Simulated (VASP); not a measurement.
Input of a VASP 6.6.1 run:

File INCAR:

```
SYSTEM = S
ALGO = Normal
EDIFF = 1E-6
ENCUT = 520
GGA = PS
ISIF = 2
ISMEAR = 0
LASPH = .True.
LCHARG = .False.
LREAL = .False.
LWAVE = .False.
NBANDS = 16
NELM = 60
PREC = Accurate
SIGMA = 0.02
```

Contents of KPOINTS:

```
k-points
0
Gamma
  9 9 6
  0 0 0
```

Contents of POSCAR:

```
S
1.0
    4.4204598667      0.0000000000      0.0000000000
   -2.2102299334      3.8282305410      0.0000000000
    0.0000000000      0.0000000000      4.3990419443
S
3
Direct
    0.1916738599      0.0000000000      0.3333333333
    0.0000000000      0.1916738599      0.6666666667
    0.8083261401      0.8083261401      0.0000000000
```

Potentials or basis: VASP PAW PBE potentials, release 64 (S).

The run is started by

```sh
$ cat potpaw_PBE.64/S/POTCAR > POTCAR
$ mpirun -np 1 vasp_std > vasp.out
```

**Question.** What does it give for the pressure?

**Answer.** -0.4 GPa.

**Question.** Estimate the largest force.

**Answer.** 0.094 eV/Å.

**Question.** Estimate the band gap on the k mesh.

**Answer.** 1.97 eV, indirect (least direct gap 2.25 eV).

Stress tensor (GPa, compression positive):
```
-0.28  0.00  0.00
 0.00 -0.28  0.00
 0.00  0.00 -0.60
```

Caveat: the PAW data sets were made with another functional, which shifts forces and pressure a little. PBEsol gaps usually lie below the measured ones, often by a third to a half.
